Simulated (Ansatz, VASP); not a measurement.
Cs: VASP beside Ansatz

```
Cs
1.0
    -3.00823    3.00823    3.00823
     3.00823   -3.00823    3.00823
     3.00823    3.00823   -3.00823
Cs
1
Direct
  0.00000 0.00000 0.00000
```

Alike in both runs: functional PBEsol; k mesh 10 × 10 × 10; occupations gaussian, width 0.1 eV; no spin polarisation.

Ansatz relaxed the structure, and its values are those at the end. VASP's run is a single point on that final structure, the one shown.

|  | VASP | Ansatz |
| --- | --- | --- |
| version | VASP 6.6.1 | Ansatz 0.2.0 |
| potentials or method | VASP PAW PBE potentials, release 64 (Cs_sv), cutoff 520 eV | scalar-relativistic, plane waves, PAW |
| valence electrons in the cell | 9 | 9 |

|  | VASP | Ansatz | Ansatz less VASP |
| --- | --- | --- | --- |
| gap on the k mesh at the Fermi level (eV) | none | none | - |
| pressure (GPa) | 0.0 | 0.0 | +0.01 |

VASP's potentials were made for PBE, not for PBEsol. A gap of «none» marks a metal or a gap that the smearing closes.

Spin-orbit coupling is off throughout.
